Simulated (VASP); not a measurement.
# SnO2 (Pnnm) in VASP: further runs

Runs on SnO2. Level: LDA. Tasks: single point.

All numbers are computed with VASP 6.6.1; they aren't measurements. Logs are shortened: lines on timing, memory, paths and dates and some standing lists are left out, and cuts for length are marked.

## 1. The cell of the first run

Symmetry: Pnnm, No. 58, orthorhombic system. The conventional cell has a = 4.667 Å, b = 4.667 Å, c = 3.153 Å, α = 90.00°, β = 90.00°, γ = 90.00°. Within 2.6 Å of Sn (site symmetry 2/m) lie 6 O at 1.98 to 2.06 Å. Within 2.7 Å of O (site symmetry m) lie 3 Sn at 1.98 to 2.06 Å and 1 O at 2.65 Å.

## 2. Single point, LDA (atoms shifted along a free coordinate)

INCAR reads:

```
ALGO = Normal
EDIFF = 1E-7
ENCUT = 520
ISIF = 2
ISMEAR = 0
LASPH = T
LCHARG = F
LREAL = F
LWAVE = F
NBANDS = 35
NELM = 60
PREC = Accurate
SIGMA = 0.05
```

KPOINTS reads:

```
k-points
0
Gamma
  6 6 8
```

POSCAR reads:

```
SnO2
1.0
    4.6665314825      0.0000000000      0.0000000000
    0.0000000000      4.6671047442      0.0000000000
    0.0000000000      0.0000000000      3.1527341536
Sn O
2 4
Direct
    0.5000000000      0.5000000000      0.5000000000
    0.0000000000      0.0000000000      0.0000000000
    0.3059833077      0.2932176170      0.0000000000
    0.8059833077      0.2067823830      0.5000000000
    0.1940166923      0.7932176170      0.5000000000
    0.6940166923      0.7067823830      0.0000000000
```

Potentials or basis: VASP PAW LDA potentials, release 64 (Sn_d, O).

On the command line:

```bash
$ cat potpaw_LDA.64/Sn_d/POTCAR potpaw_LDA.64/O/POTCAR > POTCAR
$ mpirun -np 1 vasp_std > vasp.out
```

OUTCAR:

```text
EDIFF = 1E-7
   ENCUT = 520
   ISIF = 2
   ISMEAR = 0
   LASPH = T
   LREAL = F
   NELM = 60
   PREC = Accurate

 ion  position               nearest neighbor table
   1  0.500  0.500  0.500-   5 1.98   4 1.98   6 2.06   6 2.06   3 2.06   3 2.06   2 3.66   2 3.66
                             2 3.66   2 3.66   2 3.66   2 3.66   2 3.66   2 3.66
   2  0.000  0.000  0.000-   3 1.98   6 1.98   4 2.06   4 2.06   5 2.06   5 2.06   1 3.66   1 3.66
                             1 3.66   1 3.66   1 3.66   1 3.66   1 3.66   1 3.66
   3  0.306  0.293  0.000-   2 1.98   1 2.06   1 2.06
   4  0.806  0.207  0.500-   1 1.98   2 2.06   2 2.06
   5  0.194  0.793  0.500-   1 1.98   2 2.06   2 2.06
   6  0.694  0.707  0.000-   2 1.98   1 2.06   1 2.06

  LATTYP: Found a simple orthorhombic cell.
 ALAT       =     3.1527341536
 B/A-ratio  =     1.4801538142
 C/A-ratio  =     1.4803356442

  Lattice vectors:

 A1 = (   0.0000000000,   0.0000000000,   3.1527341536)
 A2 = (   4.6665314825,   0.0000000000,   0.0000000000)
 A3 = (   0.0000000000,   4.6671047442,   0.0000000000)

Analysis of symmetry for initial positions (statically):
=====================================================================
 Subroutine PRICEL returns:
 Original cell was already a primitive cell.

 Routine SETGRP: Setting up the symmetry group for a
 simple orthorhombic supercell.

 Subroutine GETGRP returns: Found  8 space group operations
 (whereof  4 operations were pure point group operations)
 out of a pool of  8 trial point group operations.

The static configuration has the point symmetry C_2h.
 The point group associated with its full space group is D_2h.

Analysis of symmetry for dynamics (positions and initial velocities):
=====================================================================
 Subroutine PRICEL returns:
 Original cell was already a primitive cell.

 Routine SETGRP: Setting up the symmetry group for a
 simple orthorhombic supercell.

 Subroutine GETGRP returns: Found  8 space group operations
 (whereof  4 operations were pure point group operations)
 out of a pool of  8 trial point group operations.

The dynamic configuration has the point symmetry C_2h.
 The point group associated with its full space group is D_2h.

 Subroutine INISYM returns: Found  8 space group operations
 (whereof  4 operations are pure point group operations),
 and found     1 'primitive' translations

----------------------------------------------------------------------------------------

                                     Primitive cell

  volume of cell :      68.6640

  direct lattice vectors                    reciprocal lattice vectors
     4.666531482  0.000000000  0.000000000     0.214291922  0.000000000  0.000000000
     0.000000000  4.667104744  0.000000000     0.000000000  0.214265600  0.000000000
     0.000000000  0.000000000  3.152734154     0.000000000  0.000000000  0.317185006

  length of vectors
     4.666531482  4.667104744  3.152734154     0.214291922  0.214265600  0.317185006

  position of ions in fractional coordinates (direct lattice)
     0.500000000  0.500000000  0.500000000
     0.000000000  0.000000000  0.000000000
     0.305983308  0.293217617  0.000000000
     0.805983308  0.206782383  0.500000000
     0.194016692  0.793217617  0.500000000
     0.694016692  0.706782383  0.000000000

  ion indices of the primitive-cell ions
   primitive index   ion index
                 1           1
                 2           2
                 3           3
                 4           4
                 5           5
                 6           6

----------------------------------------------------------------------------------------

 KPOINTS: k-points

Automatic generation of k-mesh.
 Grid dimensions read from file:
 generate k-points for:    6    6    8

 Generating k-lattice:

  Cartesian coordinates                     Fractional coordinates (reciprocal lattice)
     0.035715320  0.000000000  0.000000000     0.166666667  0.000000000  0.000000000
     0.000000000  0.035710933  0.000000000     0.000000000  0.166666667  0.000000000
     0.000000000  0.000000000  0.039648126     0.000000000  0.000000000  0.125000000

  Length of vectors
     0.035715320  0.035710933  0.039648126

  Shift w.r.t. Gamma in fractional coordinates (k-lattice)
     0.000000000  0.000000000  0.000000000

 Subroutine IBZKPT returns following result:
 ===========================================

 Found     80 irreducible k-points:

 Following reciprocal coordinates:
            Coordinates               Weight
  0.000000  0.000000  0.000000      1.000000
  0.166667  0.000000  0.000000      2.000000
  0.333333  0.000000  0.000000      2.000000
  0.500000  0.000000  0.000000      1.000000
  0.000000  0.166667  0.000000      2.000000
  0.166667  0.166667  0.000000      4.000000
[... 16 lines left out ...]
  0.333333  0.166667  0.125000      8.000000
  0.500000  0.166667  0.125000      4.000000
 [... further k-points ...]
   k-points           NKPTS =     80   k-points in BZ     NKDIM =     80   number of bands    NBANDS=     35
   number of dos      NEDOS =    301   number of ions     NIONS =      6
   total plane-waves  NPLWV =  31104
   dimension x,y,z NGX =    36 NGY =   36 NGZ =   24
   dimension x,y,z NGXF=    72 NGYF=   72 NGZF=   48
   ions per type =               2   4
   NGX,Y,Z   is equivalent  to a cutoff of  12.83, 12.82, 12.66 a.u.
   NGXF,Y,Z  is equivalent  to a cutoff of  25.65, 25.65, 25.31 a.u.
 SYSTEM =  unknown system
   PREC   = accura    normal or accurate (medium, high low for compatibility)
   ISTART =      0    job   : 0-new  1-cont  2-samecut
   ICHARG =      2    charge: 1-file 2-atom 10-const
   ISPIN  =      1    spin polarized calculation?
   LNONCOLLINEAR =      F non collinear calculations
   LSORBIT =      F    spin-orbit coupling
   LASPH  =      T    aspherical Exc in radial PAW
   ENCUT  =  520.0 eV  38.22 Ry    6.18 a.u.   8.68  8.68  5.86*2*pi/ulx,y,z
   NELM   =     60;   NELMIN=  2; NELMDL= -5     # of ELM steps
   EDIFF  = 0.1E-06   stopping-criterion for ELM
   LREAL  =      F    real-space projection
   EDIFFG = 0.1E-05   stopping-criterion for IOM
   NSW    =      0    number of steps for IOM
   IBRION =     -1    ionic relax: 0-MD 1-quasi-New 2-CG
   NFREE  =      0    steps in history (QN), initial steepest desc. (CG)
   ISIF   =      2    stress and relaxation
   ISYM   =      2    0-nonsym 1-usesym 2-fastsym
   POTIM  = 0.5000    time-step for ionic-motion
   TEBEG  =    0.0;   TEEND  =   0.0 temperature during run
   PSTRESS=    0.0 pullay stress
   NELECT =      52.0000    total number of electrons
   NUPDOWN=      -1.0000    fix difference up-down
   EMIN   =  10.00;   EMAX   =-10.00  energy-range for DOS
   EFERMI =   0.00;   METHOD = LEGACY
   ISMEAR =     0;   SIGMA  =   0.05  broadening in eV -4-tet -1-fermi 0-gaus
   EFERMI_NEDOS =   21; number of points for ismear=-14 and -15
   IALGO  =     38    algorithm
   IMIX   =      4    mixing-type and parameters
     AMIX     =   0.40;   BMIX     =  1.00
     AMIX_MAG =   1.60;   BMIX_MAG =  1.00
  volume/ion in A,a.u.               =      11.44        77.23
  Fermi-wavevector in a.u.,A,eV,Ry     =   1.492220  2.819887 30.296380  2.226721
  Thomas-Fermi vector in A             =   2.604776
   LORBIT       =      0    0 simple, 1 ext, 2 COOP (PROOUT), +10 PAW based schemes
   GGA     = CA    functional components
   LHFCALC =     F    Hartree Fock is set to
   AEXX    =    0.0000 exact exchange contribution
   IVDW    =     0    specifies the selected vdW correction
   LEPSILON=     F    determine dielectric tensor
   LRPA    =     F    only Hartree local field effects (RPA)
 non-spin polarized calculation
 Gauss-broadening in eV      SIGMA  =   0.05
  energy-cutoff  :      520.00
  volume of cell :       68.66
 maximum number of plane-waves:      1883
 NGX is ok and might be reduce to    36
   NGX = 17   NGY = 17   NGZ = 11

 number of electron      51.9999981 magnetization

 Free energy of the ion-electron system (eV)
  ---------------------------------------------------
  ext. energy  EPLUGINS =         0.00000000
  ---------------------------------------------------
  free energy    TOTEN  =       -42.12368122 eV

  energy without entropy =      -42.12368122  energy(sigma->0) =      -42.12368122

 E-fermi :   6.6759     XC(G=0): -12.0276

 val. band max:        6.3760073014   @ k =   0.0000   0.0000   0.0000
 cond. band min:       7.8842626750   @ k =   0.0000   0.0000   0.0000
 fundamental gap:      1.5082553737
 Fermi energy:         6.6758906393

 k-point     1 :       0.0000    0.0000    0.0000
  band No.  band energies     occupation
      1     -14.7613      2.00000
      2     -13.8006      2.00000
      3     -13.5698      2.00000
      4     -13.5583      2.00000
      5     -13.5147      2.00000
      6     -13.5118      2.00000
[... 27 lines left out ...]
     34      18.9284      0.00000
     35      19.2148      0.00000

 k-point     2 :       0.1667    0.0000    0.0000
  band No.  band energies     occupation
      1     -14.7134      2.00000
      2     -13.8762      2.00000
      3     -13.5788      2.00000
      4     -13.5585      2.00000
      5     -13.5115      2.00000
      6     -13.5092      2.00000
[... 27 lines left out ...]
     34      18.8741      0.00000
     35      18.9393      0.00000

 k-point     3 :       0.3333    0.0000    0.0000
  band No.  band energies     occupation
      1     -14.5732      2.00000
      2     -14.0941      2.00000
      3     -13.5748      2.00000
      4     -13.5600      2.00000
      5     -13.5049      2.00000
      6     -13.5037      2.00000
[... 27 lines left out ...]
     34      18.7042      0.00000
     35      18.7760      0.00000
[... 723 lines left out ...]
 k-point    23 :       0.3333    0.1667    0.1250
  band No.  band energies     occupation
      1     -14.5164      2.00000
      2     -14.1571      2.00000
      3     -13.6719      2.00000
      4     -13.6570      2.00000
      5     -13.5072      2.00000
      6     -13.4623      2.00000
[... 27 lines left out ...]
     34      18.4756      0.00000
     35      18.7640      0.00000

 k-point    24 :       0.5000    0.1667    0.1250
  band No.  band energies     occupation
      1     -14.3561      2.00000
      2     -14.3561      2.00000
      3     -13.6660      2.00000
      4     -13.6660      2.00000
      5     -13.4827      2.00000
      6     -13.4827      2.00000
[... 27 lines left out ...]
     34      18.5555      0.00000
     35      18.8558      0.00000

 [... further k-points ...]

------------------------ aborting loop because EDIFF is reached ----------------------------------------

  FORCE on cell =-STRESS in cart. coord.  units (eV):
  Direction    XX          YY          ZZ          XY          YZ          ZX
  --------------------------------------------------------------------------------------
  -------------------------------------------------------------------------------------
  Total        4.1358873      3.5717568      3.4246534     -0.0000000      0.0000000      0.0000000
  in kB       96.5050805     83.3418942     79.9094448     -0.0000000      0.0000000      0.0000000
  external PRESSURE =      86.5854732 kB  Pullay stress =       0.0000000 kB

 VOLUME and BASIS-vectors are now :
 -----------------------------------------------------------------------------
  energy-cutoff  :      520.00
  volume of cell :       68.66
      direct lattice vectors                 reciprocal lattice vectors
     4.666531482  0.000000000  0.000000000     0.214291922  0.000000000  0.000000000
     0.000000000  4.667104744  0.000000000     0.000000000  0.214265600  0.000000000
     0.000000000  0.000000000  3.152734154     0.000000000  0.000000000  0.317185006

 POSITION                                       TOTAL-FORCE (eV/Angst)
 -----------------------------------------------------------------------------------
      2.33327      2.33355      1.57637        -0.000000     -0.000000      0.000000
      0.00000      0.00000      0.00000        -0.000000     -0.000000      0.000000
      1.42788      1.36848      0.00000         0.677904      0.695576      0.000000
      3.76115      0.96508      1.57637         0.677904     -0.695576      0.000000
      0.90539      3.70203      1.57637        -0.677904      0.695576     -0.000000
      3.23865      3.29863      0.00000        -0.677904     -0.695576     -0.000000
 -----------------------------------------------------------------------------------
    total drift:                               -0.000000     -0.000000     -0.000000

  FREE ENERGIE OF THE ION-ELECTRON SYSTEM (eV)
  ---------------------------------------------------
  free  energy   TOTEN  =       -42.1236812171 eV

  energy  without entropy=      -42.1236812171  energy(sigma->0) =      -42.12368122
```

It took 3.4 min on 1 thread of Intel Xeon 8259CL, shared host; peak memory 0.26 GiB.

What came out:

- Free energy: -42.1237 eV
- Pressure: 8.7 GPa
- Largest force: 0.971 eV/Å
- Band gap on the k mesh: 1.51 eV

Forces on the atoms (eV/Å):
```
Sn   0.000  0.000  0.000
Sn   0.000  0.000  0.000
O    0.678  0.696  0.000
O    0.678 -0.696  0.000
O   -0.678  0.696  0.000
O   -0.678 -0.696  0.000
```

Caveat: the cell differs from its parent crystal (atoms shifted along a free coordinate); the cell stands under pressure; spin-orbit coupling is left out, which moves the levels of the heavy elements.

## 3. Single point, LDA (atoms shifted along a free coordinate)

INCAR reads:

```
SYSTEM = SnO2
PREC = Accurate ; ENCUT = 520
EDIFF = 1E-7 ; ISMEAR = 0
SIGMA = 0.05 ; LREAL = .FALSE.
LASPH = .TRUE. ; NELM = 60
ALGO = Normal ; ISIF = 2
LWAVE = .FALSE. ; LCHARG = .FALSE.
GGA = CA ; NBANDS = 35
```

KPOINTS reads:

```
Automatic mesh
0
G
  6 6 8
  0 0 0
```

POSCAR reads:

```
SnO2
1.0
    4.7222897775      0.0000000000      0.0000000000
    0.0000000000      4.7228698889      0.0000000000
    0.0000000000      0.0000000000      3.1904047622
Sn O
2 4
Direct
    0.5000000000      0.5000000000      0.5000000000
    0.0000000000      0.0000000000      0.0000000000
    0.3059833077      0.2802382207      0.0000000000
    0.8059833077      0.2197617793      0.5000000000
    0.1940166923      0.7802382207      0.5000000000
    0.6940166923      0.7197617793      0.0000000000
```

Potentials or basis: VASP PAW LDA potentials, release 64 (Sn_d, O).

On the command line:

```bash
$ cat potpaw_LDA.64/Sn_d/POTCAR potpaw_LDA.64/O/POTCAR > POTCAR
$ mpirun -np 1 vasp_std > vasp.out
```

Wall time 3.3 min (1 thread of Intel Xeon 8259CL, shared host); peak memory 0.26 GiB.

It converged, with:

```yaml
Free_energy: -41.9338 eV
Pressure: 0.4 GPa
Largest_force: 1.930 eV/Å
Band_gap_on_the_k_mesh: 1.03 eV
```

Forces on the atoms (eV/Å):
```
Sn   0.000  0.000  0.000
Sn   0.000  0.000  0.000
O    1.319  1.409  0.000
O    1.319 -1.409  0.000
O   -1.319  1.409  0.000
O   -1.319 -1.409  0.000
```

Stress tensor (GPa, compression positive):
```
 3.91  0.00  0.00
 0.00  0.04  0.00
 0.00  0.00 -2.70
```

Levels at points of the mesh, in eV from the valence-band top:
```tsv
k point	band 23	band 24	band 25	band 26	band 27	band 28	band 29	band 30
(0.00, 0.00, 0.00)	-1.22	-0.80	-0.72	0.00	1.03	5.99	6.01	6.46
(0.50, 0.00, 0.00)	-1.20	-1.20	-0.58	-0.58	4.44	4.44	7.32	7.32
(0.00, 0.50, 0.00)	-1.19	-1.19	-0.47	-0.47	4.31	4.31	6.88	6.88
(0.50, 0.50, 0.00)	-1.36	-1.36	-0.86	-0.86	5.06	5.06	7.48	7.48
(0.00, 0.00, 0.50)	-1.73	-1.73	-1.18	-1.18	5.84	5.84	9.23	9.23
(0.50, 0.00, 0.50)	-1.18	-1.18	-0.58	-0.58	6.10	6.10	7.59	7.59
(0.00, 0.50, 0.50)	-0.99	-0.99	-0.79	-0.79	6.18	6.18	7.70	7.70
(0.50, 0.50, 0.50)	-0.80	-0.80	-0.76	-0.76	4.05	4.05	9.07	9.07
```

Caveat: the cell differs from its parent crystal (atoms shifted along a free coordinate); spin-orbit coupling is left out, which moves the levels of the heavy elements; forces of over 1 eV/Å act on the atoms, so gaps and moduli don't describe the material at rest.

(Continued in part 2 of 2.)
